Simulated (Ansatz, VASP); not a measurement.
**One calculation of MoS2, two programs**

File INCAR:

```
PREC     = Accurate       # precision mode
ENCUT    = 520            # plane-wave cutoff, eV
EDIFF    = 1E-6           # SCF threshold, eV
ISMEAR   = 0              # smearing method
SIGMA    = 0.05           # smearing width, eV
LREAL    = F              # projectors in reciprocal space
LASPH    = T              # aspherical terms in the spheres
NELM     = 100            # most SCF steps
ALGO     = Normal         # electronic algorithm
ISIF     = 2              # what is computed and relaxed
LWAVE    = F              # write WAVECAR
LCHARG   = T              # write CHGCAR
GGA      = PE             # functional
LELF     = T              # ELF
LVHAR    = T            
NBANDS   = 20             # bands
```

Contents of KPOINTS:

```
Automatic mesh
0
Gamma
  24 24 1
```

POSCAR

```
MoS2
1.0
    3.1840155200      0.0000000000      0.0000000000
   -1.5920077600      2.7574383300      0.0000000000
    0.0000000000      0.0000000000     16.1032847700
Mo S
1 2
Direct
    0.0000000000      0.0000000000      0.5000000000
    0.3333333300      0.6666666700      0.5963767600
    0.3333333300      0.6666666700      0.4036232400
```

Input for Ansatz:

```yaml
crystal:
  lattice:
    - [3.18401552, 0.0, 0.0]
    - [-1.59200776, 2.75743833, 0.0]
    - [0.0, 0.0, 16.10328477]
  atoms:
    - { symbol: Mo, position: [0.0, 0.0, 0.5] }
    - { symbol: S, position: [0.33333333, 0.66666667, 0.59637676] }
    - { symbol: S, position: [0.33333333, 0.66666667, 0.40362324] }
basis:
  ecutwfc: 420
kpoints:
  mp_grid: { grid: [24, 24, 1] }
hamiltonian:
  xc: pbe
scf:
  occupations: { method: gaussian, width: 0.05 }
output:
  forces: true
  eigenvalues: true
  eigenstates:
    nscf_kmesh: { grid: [72, 72, 1] }
    top_band: c6
    de_dk: true
    localisation: true
checkpoint:
  write: ck
  compress: false
  write_wavefunctions: false
  write_every: 100000
```

Alike in both runs: task single point; functional PBE; k mesh 24 × 24 × 1; occupations gaussian, width 0.05 eV; no spin polarisation.

```csv
,VASP,Ansatz
version,VASP 6.6.1,Ansatz 0.2.0
potentials or method,"VASP PAW PBE potentials, release 64 (Mo_sv, S), cutoff 520 eV","scalar-relativistic, plane waves, PAW"
valence electrons in the cell,26,26
```

Ansatz gave:

```
gap on the k mesh at the Fermi level (eV) : 1.59
rms of the force components (eV/Å)        : 0.097
```

Task: Estimate VASP's values.

Result: gap on the k mesh at the Fermi level (eV): 1.60; rms of the force components (eV/Å): 0.091.

Atom by atom the forces differ by 0.006 eV/Å (rms over components).
